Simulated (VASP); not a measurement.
# Pd (Fm-3m) in VASP: a series of runs

Pd is run at these levels: LDA; tasks: single point.

Program: VASP 6.6.1. These are calculated values, not measurements. Logs are shortened: lines on timing, memory, paths and dates and some standing lists are left out, and cuts for length are marked.

## Step 1: The cell of the first run

It takes space group Fm-3m (No. 225, cubic). The conventional cell has a = 3.842 Å, b = 3.842 Å, c = 3.842 Å, α = 90.00°, β = 90.00°, γ = 90.00°. Pd (site symmetry m-3m) has 12 Pd at 2.72 Å within 3.6 Å.

## Step 2: Single point, LDA

Contents of INCAR:

```
SYSTEM = Pd
ALGO     = Normal         ! electronic algorithm
EDIFF    = 1E-6           ! SCF threshold, eV
ENCUT    = 520            ! plane-wave cutoff, eV
GGA      = CA             ! functional
ISIF     = 2              ! what is computed and relaxed
ISMEAR   = 0              ! smearing method
LASPH    = .TRUE.         ! aspherical terms in the spheres
LCHARG   = .FALSE.        ! write CHGCAR
LREAL    = .FALSE.        ! projectors in reciprocal space
LWAVE    = .FALSE.        ! write WAVECAR
NBANDS   = 11             ! bands
NELM     = 80             ! most SCF steps
PREC     = Accurate       ! precision mode
SIGMA    = 0.03           ! smearing width, eV
```

Contents of KPOINTS:

```
k-points
0
G
  14 14 14
  0 0 0
```

Contents of POSCAR:

```
Pd
1.0
    0.0000000000      1.9211411165      1.9211411165
    1.9211411165      0.0000000000      1.9211411165
    1.9211411165      1.9211411165      0.0000000000
Pd
1
Direct
    0.0000000000      0.0000000000      0.0000000000
```

Potentials or basis: VASP PAW LDA potentials, release 64 (Pd).

The run is started by

```bash
cat potpaw_LDA.64/Pd/POTCAR > POTCAR
mpirun -np 1 vasp_std > vasp.out
```

OUTCAR:

```text
SYSTEM = Pd
   EDIFF = 1E-6
   ENCUT = 520
   GGA = CA
   ISIF = 2
   ISMEAR = 0
   LASPH = .TRUE.
   LREAL = .FALSE.
   NELM = 80
   PREC = Accurate

 ion  position               nearest neighbor table
   1  0.000  0.000  0.000-

  LATTYP: Found a face centered cubic cell.
 ALAT       =     3.8422822330

  Lattice vectors:

 A1 = (   0.0000000000,   1.9211411165,   1.9211411165)
 A2 = (   1.9211411165,   0.0000000000,   1.9211411165)
 A3 = (   1.9211411165,   1.9211411165,   0.0000000000)

Analysis of symmetry for initial positions (statically):
[... 33 lines left out ...]
                                     Primitive cell

  volume of cell :      14.1810

  direct lattice vectors                    reciprocal lattice vectors
     0.000000000  1.921141117  1.921141117    -0.260261985  0.260261985  0.260261985
     1.921141117  0.000000000  1.921141117     0.260261985 -0.260261985  0.260261985
     1.921141117  1.921141117  0.000000000     0.260261985  0.260261985 -0.260261985

  length of vectors
     2.716903822  2.716903822  2.716903822     0.450786981  0.450786981  0.450786981

  position of ions in fractional coordinates (direct lattice)
     0.000000000  0.000000000  0.000000000

  ion indices of the primitive-cell ions
   primitive index   ion index
                 1           1

----------------------------------------------------------------------------------------

 KPOINTS: k-points

Automatic generation of k-mesh.
 Grid dimensions read from file:
 generate k-points for:   14   14   14

 Generating k-lattice:

  Cartesian coordinates                     Fractional coordinates (reciprocal lattice)
    -0.018590142  0.018590142  0.018590142     0.071428571  0.000000000  0.000000000
     0.018590142 -0.018590142  0.018590142     0.000000000  0.071428571  0.000000000
     0.018590142  0.018590142 -0.018590142     0.000000000  0.000000000  0.071428571

  Length of vectors
     0.032199070  0.032199070  0.032199070

  Shift w.r.t. Gamma in fractional coordinates (k-lattice)
     0.000000000  0.000000000  0.000000000

 Subroutine IBZKPT returns following result:
 ===========================================

 Found    104 irreducible k-points:

 Following reciprocal coordinates:
            Coordinates               Weight
  0.000000  0.000000  0.000000      1.000000
  0.071429  0.000000  0.000000      8.000000
  0.142857  0.000000  0.000000      8.000000
  0.214286  0.000000  0.000000      8.000000
  0.285714  0.000000  0.000000      8.000000
  0.357143  0.000000  0.000000      8.000000
[... 16 lines left out ...]
  0.214286  0.142857  0.000000     24.000000
  0.285714  0.142857  0.000000     24.000000
 [... further k-points ...]
   k-points           NKPTS =    104   k-points in BZ     NKDIM =    104   number of bands    NBANDS=     11
   number of dos      NEDOS =    301   number of ions     NIONS =      1
   total plane-waves  NPLWV =   8000
   dimension x,y,z NGX =    20 NGY =   20 NGZ =   20
   dimension x,y,z NGXF=    40 NGYF=   40 NGZF=   40
   ions per type =               1
   NGX,Y,Z   is equivalent  to a cutoff of  12.24, 12.24, 12.24 a.u.
   NGXF,Y,Z  is equivalent  to a cutoff of  24.48, 24.48, 24.48 a.u.
 SYSTEM =  Pd
   PREC   = accura    normal or accurate (medium, high low for compatibility)
   ISTART =      0    job   : 0-new  1-cont  2-samecut
   ICHARG =      2    charge: 1-file 2-atom 10-const
   ISPIN  =      1    spin polarized calculation?
   LNONCOLLINEAR =      F non collinear calculations
   LSORBIT =      F    spin-orbit coupling
   LASPH  =      T    aspherical Exc in radial PAW
   ENCUT  =  520.0 eV  38.22 Ry    6.18 a.u.   5.05  5.05  5.05*2*pi/ulx,y,z
   NELM   =     80;   NELMIN=  2; NELMDL= -5     # of ELM steps
   EDIFF  = 0.1E-05   stopping-criterion for ELM
   LREAL  =      F    real-space projection
   EDIFFG = 0.1E-04   stopping-criterion for IOM
   NSW    =      0    number of steps for IOM
   IBRION =     -1    ionic relax: 0-MD 1-quasi-New 2-CG
   NFREE  =      0    steps in history (QN), initial steepest desc. (CG)
   ISIF   =      2    stress and relaxation
   ISYM   =      2    0-nonsym 1-usesym 2-fastsym
   POTIM  = 0.5000    time-step for ionic-motion
   TEBEG  =    0.0;   TEEND  =   0.0 temperature during run
   PSTRESS=    0.0 pullay stress
   NELECT =      10.0000    total number of electrons
   NUPDOWN=      -1.0000    fix difference up-down
   EMIN   =  10.00;   EMAX   =-10.00  energy-range for DOS
   EFERMI =   0.00;   METHOD = LEGACY
   ISMEAR =     0;   SIGMA  =   0.03  broadening in eV -4-tet -1-fermi 0-gaus
   EFERMI_NEDOS =   21; number of points for ismear=-14 and -15
   IALGO  =     38    algorithm
   IMIX   =      4    mixing-type and parameters
     AMIX     =   0.40;   BMIX     =  1.00
     AMIX_MAG =   1.60;   BMIX_MAG =  1.00
  volume/ion in A,a.u.               =      14.18        95.70
  Fermi-wavevector in a.u.,A,eV,Ry     =   1.457154  2.753622 28.889235  2.123299
  Thomas-Fermi vector in A             =   2.573989
   LORBIT       =      0    0 simple, 1 ext, 2 COOP (PROOUT), +10 PAW based schemes
   GGA     = CA    functional components
   LHFCALC =     F    Hartree Fock is set to
   AEXX    =    0.0000 exact exchange contribution
   IVDW    =     0    specifies the selected vdW correction
   LEPSILON=     F    determine dielectric tensor
   LRPA    =     F    only Hartree local field effects (RPA)
 non-spin polarized calculation
 Gauss-broadening in eV      SIGMA  =   0.03
  energy-cutoff  :      520.00
  volume of cell :       14.18
 maximum number of plane-waves:       392
   NGX = 11   NGY = 11   NGZ = 11

 number of electron      10.0000005 magnetization

 Free energy of the ion-electron system (eV)
  ---------------------------------------------------
  ext. energy  EPLUGINS =         0.00000000
  ---------------------------------------------------
  free energy    TOTEN  =        -6.48288352 eV

  energy without entropy =       -6.48151730  energy(sigma->0) =       -6.48220041

 E-fermi :  10.2747     XC(G=0): -13.7593

 val. band max:       10.2746477018   @ k =   0.3571   0.2857   0.0000
 cond. band min:      10.2834755378   @ k =   0.4286   0.2143   0.0000
 fundamental gap:      0.0088278360
 Fermi energy:        10.2746799391

 k-point     1 :       0.0000    0.0000    0.0000
  band No.  band energies     occupation
      1       2.7344      2.00000
      2       7.2213      2.00000
      3       7.2213      2.00000
      4       7.2213      2.00000
      5       8.9781      2.00000
      6       8.9781      2.00000
      7      27.4190      0.00000
      8      32.3677      0.00000
      9      32.3677      0.00000
     10      32.3677      0.00000
     11      35.8996      0.00000

 k-point     2 :       0.0714    0.0000    0.0000
  band No.  band energies     occupation
      1       2.9259      2.00000
      2       7.1510      2.00000
      3       7.2893      2.00000
      4       7.2893      2.00000
      5       8.9450      2.00000
      6       8.9450      2.00000
      7      27.6378      0.00000
      8      31.2238      0.00000
      9      32.6035      0.00000
     10      32.6035      0.00000
     11      35.9262      0.00000

 k-point     3 :       0.1429    0.0000    0.0000
  band No.  band energies     occupation
      1       3.4612      2.00000
      2       7.0021      2.00000
      3       7.4474      2.00000
      4       7.4474      2.00000
      5       8.8977      2.00000
      6       8.8977      2.00000
      7      27.9890      0.00000
      8      29.2063      0.00000
      9      33.2526      0.00000
     10      33.2526      0.00000
     11      35.9344      0.00000

 k-point     4 :       0.2143    0.0000    0.0000
  band No.  band energies     occupation
      1       4.1689      2.00000
      2       6.9939      2.00000
      3       7.5511      2.00000
      4       7.5511      2.00000
      5       8.9896      2.00000
      6       8.9896      2.00000
      7      26.3371      0.00000
      8      28.7172      0.00000
      9      34.0799      0.00000
     10      34.0799      0.00000
     11      35.9540      0.00000

 k-point     5 :       0.2857    0.0000    0.0000
  band No.  band energies     occupation
      1       4.6474      2.00000
      2       7.4901      2.00000
      3       7.4901      2.00000
      4       7.5597      2.00000
      5       9.3211      2.00000
      6       9.3211      2.00000
      7      23.7691      0.00000
      8      28.2884      0.00000
      9      34.1778      0.00000
     10      34.1778      0.00000
     11      35.9792      0.00000

 k-point     6 :       0.3571    0.0000    0.0000
  band No.  band energies     occupation
      1       4.7156      2.00000
      2       7.3460      2.00000
      3       7.3460      2.00000
      4       8.8430      2.00000
      5       9.7634      2.00000
      6       9.7634      2.00000
      7      21.1554      0.00000
      8      27.5577      0.00000
      9      32.9994      0.00000
     10      32.9994      0.00000
     11      35.9123      0.00000

 k-point     7 :       0.4286    0.0000    0.0000
  band No.  band energies     occupation
      1       4.6436      2.00000
      2       7.2247      2.00000
      3       7.2247      2.00000
      4      10.1261      2.00000
      5      10.1261      2.00000
      6      10.3484      0.00051
      7      18.8929      0.00000
      8      27.0023      0.00000
      9      31.9631      0.00000
     10      31.9631      0.00000
     11      35.9208      0.00000

 k-point     8 :       0.5000    0.0000    0.0000
  band No.  band energies     occupation
      1       4.6054      2.00000
      2       7.1792      2.00000
      3       7.1792      2.00000
      4      10.2655      1.33536
      5      10.2655      1.33536
      6      11.1375      0.00000
      7      17.8537      0.00000
      8      26.8048      0.00000
      9      31.5821      0.00000
     10      31.5821      0.00000
     11      35.9231      0.00000
[... 141 lines left out ...]
 k-point    19 :      -0.2143    0.0714    0.0000
  band No.  band energies     occupation
      1       4.5365      2.00000
      2       6.8969      2.00000
      3       7.5788      2.00000
      4       7.6537      2.00000
      5       8.7528      2.00000
      6       9.4993      2.00000
      7      25.6133      0.00000
      8      28.5778      0.00000
      9      32.5092      0.00000
     10      34.7057      0.00000
     11      35.8134      0.00000

 k-point    20 :      -0.1429    0.0714    0.0000
  band No.  band energies     occupation
      1       3.8500      2.00000
      2       6.8464      2.00000
      3       7.5721      2.00000
      4       7.5746      2.00000
      5       8.6539      2.00000
      6       9.1531      2.00000
      7      27.8774      0.00000
      8      28.7229      0.00000
      9      32.2564      0.00000
     10      34.4956      0.00000
     11      35.8078      0.00000

 k-point    21 :      -0.0714    0.0714    0.0000
  band No.  band energies     occupation
      1       3.2346      2.00000
      2       7.0182      2.00000
      3       7.3845      2.00000
      4       7.4301      2.00000
      5       8.7902      2.00000
      6       9.0190      2.00000
      7      27.9475      0.00000
      8      30.1936      0.00000
      9      32.1505      0.00000
     10      33.3710      0.00000
     11      35.9345      0.00000

 k-point    22 :       0.1429    0.1429    0.0000
  band No.  band energies     occupation
      1       3.7059      2.00000
      2       6.6847      2.00000
      3       7.6935      2.00000
      4       7.6935      2.00000
      5       8.4520      2.00000
      6       9.2001      2.00000
      7      28.5531      0.00000
      8      30.3202      0.00000
      9      31.5282      0.00000
     10      31.5282      0.00000
     11      35.9087      0.00000

 k-point    23 :       0.2143    0.1429    0.0000
  band No.  band energies     occupation
      1       4.2708      2.00000
      2       6.4594      2.00000
      3       7.8022      2.00000
      4       7.9123      2.00000
      5       8.4641      2.00000
      6       9.3297      2.00000
      7      28.3580      0.00000
      8      29.2387      0.00000
      9      30.9623      0.00000
     10      31.8377      0.00000
     11      35.8426      0.00000

 k-point    24 :       0.2857    0.1429    0.0000
  band No.  band energies     occupation
      1       4.8967      2.00000
      2       6.3989      2.00000
      3       7.5509      2.00000
      4       8.0004      2.00000
      5       9.1071      2.00000
      6       9.5866      2.00000
      7      25.9274      0.00000
      8      29.0808      0.00000
      9      30.4371      0.00000
     10      32.2607      0.00000
     11      35.8275      0.00000

 [... further k-points ...]
[... 5 lines left out ...]
  --------------------------------------------------------------------------------------
  -------------------------------------------------------------------------------------
  Total       -0.0149087     -0.0149087     -0.0149087      0.0000000     -0.0000000      0.0000000
  in kB       -1.6843869     -1.6843869     -1.6843869      0.0000000     -0.0000000      0.0000000
  external PRESSURE =      -1.6843869 kB  Pullay stress =       0.0000000 kB

 VOLUME and BASIS-vectors are now :
 -----------------------------------------------------------------------------
  energy-cutoff  :      520.00
  volume of cell :       14.18
      direct lattice vectors                 reciprocal lattice vectors
     0.000000000  1.921141117  1.921141117    -0.260261985  0.260261985  0.260261985
     1.921141117  0.000000000  1.921141117     0.260261985 -0.260261985  0.260261985
     1.921141117  1.921141117  0.000000000     0.260261985  0.260261985 -0.260261985

 POSITION                                       TOTAL-FORCE (eV/Angst)
 -----------------------------------------------------------------------------------
      0.00000      0.00000      0.00000         0.000000      0.000000      0.000000
 -----------------------------------------------------------------------------------
    total drift:                                0.000000     -0.000000     -0.000000

  FREE ENERGIE OF THE ION-ELECTRON SYSTEM (eV)
  ---------------------------------------------------
  free  energy   TOTEN  =        -6.4828835185 eV

  energy  without entropy=       -6.4815173013  energy(sigma->0) =       -6.48220041
```

Run time: 7.3 s. Hardware: 1 thread of Intel Xeon Platinum 8488C (Sapphire Rapids), shared host; peak memory 0.13 GiB.

Results:

| Property | Result |
| --- | --- |
| Free energy | -6.4829 eV |
| Pressure | -0.2 GPa |
| Band gap on the k mesh | zero (band 5 reaches 10.60 eV, above the bottom of band 6 at 8.90 eV) |

Levels at points of the mesh, in eV from the Fermi level:
| k point | band 1 | band 2 | band 3 | band 4 | band 5 | band 6 | band 7 | band 8 | band 9 | band 10 |
| --- | --- | --- | --- | --- | --- | --- | --- | --- | --- | --- |
| (0.00, 0.00, 0.00) | -7.54 | -3.05 | -3.05 | -3.05 | -1.30 | -1.30 | 17.14 | 22.09 | 22.09 | 22.09 |
| (0.50, 0.00, 0.00) | -5.67 | -3.10 | -3.10 | -0.01 | -0.01 | 0.86 | 7.58 | 16.53 | 21.31 | 21.31 |
| (0.50, 0.50, 0.00) | -5.77 | -5.48 | -0.03 | 0.32 | 0.32 | 3.25 | 11.14 | 13.29 | 13.29 | 22.11 |

## Step 3: Single point, LDA

Contents of INCAR:

```
ALGO = Normal
EDIFF = 1E-6
ENCUT = 520
GGA = CA
ISIF = 2
ISMEAR = 0
LASPH = True
LCHARG = False
LREAL = False
LWAVE = False
NBANDS = 11
NELM = 100
PREC = Accurate
SIGMA = 0.1
```

Contents of KPOINTS:

```
k-points
0
Gamma
  14 14 14
```

POSCAR is that of step 2.

Potentials or basis: VASP PAW LDA potentials, release 64 (Pd).

The run is started by

```bash
cat potpaw_LDA.64/Pd/POTCAR > POTCAR
mpirun -np 1 vasp_std > vasp.out
```

Run time: 7.8 s. Hardware: 1 thread of Intel Xeon Platinum 8488C (Sapphire Rapids), shared host; peak memory 0.12 GiB.

It converged, with:

```
Free energy            : -6.4900 eV
Pressure               : -0.1 GPa
Band gap on the k mesh : zero (band 5 reaches 10.60 eV, above the bottom of band 6 at 8.90 eV)
```

Levels at points of the mesh, in eV from the Fermi level:
| k point | band 1 | band 2 | band 3 | band 4 | band 5 | band 6 | band 7 | band 8 | band 9 | band 10 |
| --- | --- | --- | --- | --- | --- | --- | --- | --- | --- | --- |
| (0.00, 0.00, 0.00) | -7.54 | -3.05 | -3.05 | -3.05 | -1.30 | -1.30 | 17.14 | 22.09 | 22.09 | 22.09 |
| (0.50, 0.00, 0.00) | -5.67 | -3.10 | -3.10 | -0.01 | -0.01 | 0.86 | 7.58 | 16.53 | 21.31 | 21.31 |
| (0.50, 0.50, 0.00) | -5.77 | -5.48 | -0.03 | 0.32 | 0.32 | 3.25 | 11.14 | 13.28 | 13.28 | 22.11 |
